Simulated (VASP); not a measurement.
# As (Fm-3m) in VASP: further runs

Runs on As. Level: PBE. Tasks: single point, relaxation of cell and atoms.

All numbers are computed with VASP 6.6.1; they aren't measurements. Logs are shortened: lines on timing, memory, paths and dates and some standing lists are left out, and cuts for length are marked.

**1. The cell of the first run**

It takes space group Fm-3m (No. 225, cubic). The conventional cell has a = 4.261 Å, b = 4.261 Å, c = 4.261 Å, α = 90.00°, β = 90.00°, γ = 90.00°. As (site symmetry m-3m) has 12 As at 3.01 Å within 4.0 Å.

**2. Single point, PBE**

INCAR

```
PREC = Accurate ; ENCUT = 520
EDIFF = 1E-6 ; ISMEAR = -1
SIGMA = 0.05 ; LREAL = F
LASPH = T ; NELM = 60
ALGO = Normal ; ISIF = 2
LWAVE = F ; LCHARG = F
GGA = PE ; NBANDS = 8
```

KPOINTS

```
regular mesh
0
Gamma
  17 17 17
```

POSCAR

```
As
1.0
    0.0000000000      2.1304909830      2.1304909830
    2.1304909830      0.0000000000      2.1304909830
    2.1304909830      2.1304909830      0.0000000000
As
1
Direct
    0.0000000000      0.0000000000      0.0000000000
```

Potentials or basis: VASP PAW PBE potentials, release 64 (As).

On the command line:

```bash
$ cat potpaw_PBE.64/As/POTCAR > POTCAR
$ mpirun -np 1 vasp_std > vasp.out
```

OUTCAR:

```text
PREC = Accurate
   ENCUT = 520
   EDIFF = 1E-6
   ISMEAR = -1
   LREAL = F
   LASPH = T
   NELM = 60
   ISIF = 2
   GGA = PE

 ion  position               nearest neighbor table
   1  0.000  0.000  0.000-

  LATTYP: Found a face centered cubic cell.
 ALAT       =     4.2609819660

  Lattice vectors:

 A1 = (   0.0000000000,   2.1304909830,   2.1304909830)
 A2 = (   2.1304909830,   0.0000000000,   2.1304909830)
 A3 = (   2.1304909830,   2.1304909830,   0.0000000000)

Analysis of symmetry for initial positions (statically):
=====================================================================
 Subroutine PRICEL returns:
 Original cell was already a primitive cell.

 Routine SETGRP: Setting up the symmetry group for a
 face centered cubic supercell.

 Subroutine GETGRP returns: Found 48 space group operations
 (whereof 48 operations were pure point group operations)
 out of a pool of 48 trial point group operations.

The static configuration has the point symmetry O_h .

Analysis of symmetry for dynamics (positions and initial velocities):
=====================================================================
 Subroutine PRICEL returns:
 Original cell was already a primitive cell.

 Routine SETGRP: Setting up the symmetry group for a
 face centered cubic supercell.

 Subroutine GETGRP returns: Found 48 space group operations
 (whereof 48 operations were pure point group operations)
 out of a pool of 48 trial point group operations.

The dynamic configuration has the point symmetry O_h .

 Subroutine INISYM returns: Found 48 space group operations
 (whereof 48 operations are pure point group operations),
 and found     1 'primitive' translations

----------------------------------------------------------------------------------------

                                     Primitive cell

  volume of cell :      19.3406

  direct lattice vectors                    reciprocal lattice vectors
     0.000000000  2.130490983  2.130490983    -0.234687687  0.234687687  0.234687687
     2.130490983  0.000000000  2.130490983     0.234687687 -0.234687687  0.234687687
     2.130490983  2.130490983  0.000000000     0.234687687  0.234687687 -0.234687687

  length of vectors
     3.012969243  3.012969243  3.012969243     0.406490997  0.406490997  0.406490997

  position of ions in fractional coordinates (direct lattice)
     0.000000000  0.000000000  0.000000000

[... 75 lines left out ...]
   EDIFF  = 0.1E-05   stopping-criterion for ELM
   LREAL  =      F    real-space projection
   EDIFFG = 0.1E-04   stopping-criterion for IOM
   NSW    =      0    number of steps for IOM
   IBRION =     -1    ionic relax: 0-MD 1-quasi-New 2-CG
   NFREE  =      0    steps in history (QN), initial steepest desc. (CG)
   ISIF   =      2    stress and relaxation
   ISYM   =      2    0-nonsym 1-usesym 2-fastsym
   POTIM  = 0.5000    time-step for ionic-motion
   TEBEG  =    0.0;   TEEND  =   0.0 temperature during run
   PSTRESS=    0.0 pullay stress
   NELECT =       5.0000    total number of electrons
   NUPDOWN=      -1.0000    fix difference up-down
   EMIN   =  10.00;   EMAX   =-10.00  energy-range for DOS
   EFERMI =   0.00;   METHOD = LEGACY
   ISMEAR =    -1;   SIGMA  =   0.05  broadening in eV -4-tet -1-fermi 0-gaus
   EFERMI_NEDOS =   21; number of points for ismear=-14 and -15
   IALGO  =     38    algorithm
   IMIX   =      4    mixing-type and parameters
     AMIX     =   0.40;   BMIX     =  1.00
     AMIX_MAG =   1.60;   BMIX_MAG =  1.00
  volume/ion in A,a.u.               =      19.34       130.52
  Fermi-wavevector in a.u.,A,eV,Ry     =   1.042898  1.970791 14.798187  1.087636
  Thomas-Fermi vector in A             =   2.177583
   LORBIT       =      0    0 simple, 1 ext, 2 COOP (PROOUT), +10 PAW based schemes
   GGA     = PE    functional components
   LHFCALC =     F    Hartree Fock is set to
   AEXX    =    0.0000 exact exchange contribution
   IVDW    =     0    specifies the selected vdW correction
   LEPSILON=     F    determine dielectric tensor
   LRPA    =     F    only Hartree local field effects (RPA)
 non-spin polarized calculation
  energy-cutoff  :      520.00
  volume of cell :       19.34
 maximum number of plane-waves:       534
   NGX = 11   NGY = 11   NGZ = 11

 number of electron       5.0000001 magnetization

 Free energy of the ion-electron system (eV)
  ---------------------------------------------------
  ext. energy  EPLUGINS =         0.00000000
  ---------------------------------------------------
  free energy    TOTEN  =        -4.12847306 eV

  energy without entropy =       -4.12290796  energy(sigma->0) =       -4.12569051

 E-fermi :   6.4272     XC(G=0): -10.7081

 val. band max:        6.4129118701   @ k =   0.4706   0.2353   0.1176
 cond. band min:       6.4500947146   @ k =   0.4118   0.2941   0.0000
 fundamental gap:      0.0371828445
 Fermi energy:         6.4271626075

 k-point     1 :       0.0000    0.0000    0.0000
  band No.  band energies     occupation
      1      -8.6400      2.00000
      2      12.0105      0.00000
      3      12.0105      0.00000
      4      12.0105      0.00000
      5      18.6668      0.00000
      6      18.6668      0.00000
      7      18.6668      0.00000
      8      20.2004      0.00000
[... 243 lines left out ...]
 k-point    24 :      -0.1176    0.0588    0.0000
  band No.  band energies     occupation
      1      -8.1346      2.00000
      2       9.0953      0.00000
      3      10.7021      0.00000
      4      11.9030      0.00000
      5      17.6326      0.00000
      6      19.1874      0.00000
      7      19.6035      0.00000
      8      21.5024      0.00000

 [... further k-points ...]

------------------------ aborting loop because EDIFF is reached ----------------------------------------

  FORCE on cell =-STRESS in cart. coord.  units (eV):
  Direction    XX          YY          ZZ          XY          YZ          ZX
  --------------------------------------------------------------------------------------
  -------------------------------------------------------------------------------------
  Total        0.0037620      0.0037620      0.0037620     -0.0000000     -0.0000000     -0.0000000
  in kB        0.3116486      0.3116486      0.3116486     -0.0000000     -0.0000000     -0.0000000
  external PRESSURE =       0.3116486 kB  Pullay stress =       0.0000000 kB

 VOLUME and BASIS-vectors are now :
 -----------------------------------------------------------------------------
  energy-cutoff  :      520.00
  volume of cell :       19.34
      direct lattice vectors                 reciprocal lattice vectors
     0.000000000  2.130490983  2.130490983    -0.234687687  0.234687687  0.234687687
     2.130490983  0.000000000  2.130490983     0.234687687 -0.234687687  0.234687687
     2.130490983  2.130490983  0.000000000     0.234687687  0.234687687 -0.234687687

 POSITION                                       TOTAL-FORCE (eV/Angst)
 -----------------------------------------------------------------------------------
      0.00000      0.00000      0.00000        -0.000000      0.000000      0.000000
 -----------------------------------------------------------------------------------
    total drift:                                0.000000     -0.000000      0.000000

  FREE ENERGIE OF THE ION-ELECTRON SYSTEM (eV)
  ---------------------------------------------------
  free  energy   TOTEN  =        -4.1284730600 eV

  energy  without entropy=       -4.1229079645  energy(sigma->0) =       -4.12569051
```

stdout:

```text
POSCAR found type information on POSCAR As
 POSCAR found :  1 types and       1 ions
 scaLAPACK will be used
 LDA part: xc-table for (Slater+PW92), standard interpolation
 POSCAR, INCAR and KPOINTS ok, starting setup
 FFT: planning ... GRIDC
 FFT: planning ... GRID_SOFT
 FFT: planning ... GRID
 WAVECAR not read
 entering main loop
```

It took 19 s on 1 thread of AMD EPYC 9R45 (Zen 5), shared host; peak memory 0.12 GiB.

Results:

```yaml
Free_energy: -4.1285 eV
Pressure: 0.0 GPa
```

Levels at points of the mesh, in eV from the Fermi level:
| k point | band 1 | band 2 | band 3 | band 4 | band 5 |
| --- | --- | --- | --- | --- | --- |
| (0.00, 0.00, 0.00) | -15.07 | 5.58 | 5.58 | 5.58 | 12.24 |

(Continued in part 2 of 2.)
